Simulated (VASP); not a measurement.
Write the native input for VASP 6.6.1 that does the following.

```yaml
Task: single point
Functional: PBE
Potentials_or_basis: VASP PAW PBE potentials, release 64 (Al, O)
Cutoff: 520 eV
k_mesh: 4 × 4 × 4
Occupations: gaussian, width 0.1 eV
Spin: collinear spin, ferromagnetic start
Starting_moments: "[0.0, 0.0, 1.0, 1.0, 1.0, 1.0] μB"
Dipole_correction: no
Further_INCAR_settings: ALGO = Normal; EDIFF = 1e-06; NBANDS = 28
```

The structure of AlO2 lies in POSCAR:

```
AlO2
1.0
    4.1457144700      0.0000000000      0.0000000000
    0.0000000000      4.1457144700      0.0000000000
    0.0000000000      0.0000000000      3.7484699800
Al O
2 4
Direct
    0.0000000000      0.5000000000      0.0000000000
    0.5000000000      0.0000000000      0.0000000000
    0.2379686900      0.7379686900      0.0000000000
    0.7620313100      0.2620313100      0.0000000000
    0.7379686900      0.7620313100      0.0000000000
    0.2620313100      0.2379686900      0.0000000000
```

These files were run (other wordings do the same):

INCAR

```
SYSTEM = AlO2
ALGO = Normal ; EDIFF = 1E-6
ENCUT = 520 ; GGA = PE
ISIF = 2 ; ISMEAR = 0
ISPIN = 2 ; LASPH = .TRUE.
LCHARG = .TRUE. ; LELF = .TRUE.
LORBIT = 11 ; LREAL = .FALSE.
LVHAR = .TRUE. ; LWAVE = .FALSE.
MAGMOM = 0 0 1 1 1 1 ; NBANDS = 28
NELM = 150 ; PREC = Accurate
SIGMA = 0.1
```

KPOINTS

```
k-points
0
G
  4 4 4
  0 0 0
```

Potentials or basis: VASP PAW PBE potentials, release 64 (Al, O).

Run with:

```console
$ cat potpaw_PBE.64/Al/POTCAR potpaw_PBE.64/O/POTCAR > POTCAR
$ mpirun -np 1 vasp_std > vasp.out
```

Results of the run:

The pressure is 160.6 GPa, the largest force is 11.589 eV/Å and the net moment is 0.29 μB per cell. The site moments are Al +0.00; O +0.07 μB. The valence electrons inside the program's atomic spheres are Al 1.56; O 5.39.

Caveat: the k points lie up to 0.42 Å⁻¹ apart; forces of over 1 eV/Å act on the atoms, so gaps and moduli don't describe the material at rest.

It took 36 s on 1 thread of Intel(R) Xeon(R) Platinum 8488C (Sapphire Rapids), on a shared host, peak memory 0.2 GiB.
